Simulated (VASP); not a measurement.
KTa6, 7 atoms in the cell. The cell holds a slab with vacuum, 7 atoms: a = 4.639 Å, b = 4.639 Å, c = 19.944 Å, α = 90.00°, β = 90.00°, γ = 120.00°. 

| Item | Value |
| --- | --- |
| Program | VASP 6.6.1 |
| Task | single point |
| Functional | PBEsol |
| Potentials or basis | VASP PAW PBE potentials, release 64 (Ta_pv, K_sv) |
| Cutoff | 520 eV |
| k mesh | 6 × 6 × 1 |
| Occupations | gaussian, width 0.1 eV |
| Spin | no spin polarisation |
| Dipole correction | yes |
| Further INCAR settings | ALGO = Normal; EDIFF = 1e-06; NBANDS = 46 |

Potentials or basis: VASP PAW PBE potentials, release 64 (Ta_pv, K_sv).

Launch:

```console
$ cat potpaw_PBE.64/Ta_pv/POTCAR potpaw_PBE.64/K_sv/POTCAR > POTCAR
$ mpirun -np 1 vasp_std > vasp.out
```

Hardware: 1 thread of Intel(R) Xeon(R) 6975P-C (Granite Rapids), on a shared host.

Question: Estimate the wall time of this run.

Answer: It took 4.6 min on 1 thread of Intel(R) Xeon(R) 6975P-C (Granite Rapids), on a shared host, peak memory 0.55 GiB. Counts: scf iterations 28, k points 13.
